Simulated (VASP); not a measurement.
Runs of VASP 6.6.1 on Sn. The typed cell holds 2 atoms: a = 4.387 Å, b = 4.387 Å, c = 4.384 Å, α = 97.23°, β = 97.23°, γ = 138.40°. 

```csv
smearing,gap on the mesh (eV),pressure (GPa)
methfessel-paxton 0.01 eV,none,0.0
gaussian 1 eV,none,(a)
gaussian 0.6 eV,none,0.3
gaussian 0.3 eV,none,0.0
```

Alike in all rows: task single point; level LDA; potentials or basis VASP PAW LDA potentials, release 64 (Sn_d); no spin polarisation; cell as given; k mesh 11 × 11 × 8; cutoff (eV) 520.

Q: Fill in the values left out.

A: (a) 0.9.

Caveats: spin-orbit coupling is left out, which moves the levels of the heavy elements; so wide a smearing shifts energies and pressures (at least some runs).

A k mesh can miss the band edges, and the runs leave out spin-orbit coupling on Sn.

A gap of «none» marks levels without a gap at the run's occupations.
